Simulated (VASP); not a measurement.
Here is a VASP 6.6.1 calculation.

Contents of INCAR:

```
  PREC = Accurate
  ENCUT = 520
  EDIFF = 1E-7
  ISMEAR = 0
  SIGMA = 0.05
  LREAL = F
  LASPH = T
  NELM = 150
  ALGO = Normal
  ISIF = 2
  LWAVE = F
  LCHARG = F
  ISPIN = 2
  MAGMOM = 7.71 -0.32 -0.32 -0.32
  LORBIT = 11
  LMAXMIX = 6
  LDAU = T
  LDAUTYPE = 2
  LDAUL = 3 -1
  LDAUU = 6 0
  LDAUJ = 0 0
  LDAUPRINT = 1
  GGA = PE
  NBANDS = 42
```

File KPOINTS:

```
regular mesh
0
Gamma
  8 8 8
```

File POSCAR:

```
GdRu3
1.0
    3.9923833807      0.0000000000      0.0000000000
    0.0000000000      3.9923833807      0.0000000000
    0.0000000000      0.0000000000      3.9923833807
Gd Ru
1 3
Direct
    0.0000000000      0.0000000000      0.0000000000
    0.0000000000      0.5000000000      0.5000000000
    0.5000000000      0.5000000000      0.0000000000
    0.5000000000      0.0000000000      0.5000000000
```

Potentials or basis: VASP PAW PBE potentials, release 64 (Gd, Ru_pv).

The run is started by

```bash
$ cat potpaw_PBE.64/Gd/POTCAR potpaw_PBE.64/Ru_pv/POTCAR > POTCAR
$ mpirun -np 1 vasp_std > vasp.out
```

(1) Estimate the pressure.

(2) Predict the net moment.

Answers

(1) 10.8 GPa.

(2) 6.46 μB per cell.

Caveat: the cell stands under pressure.
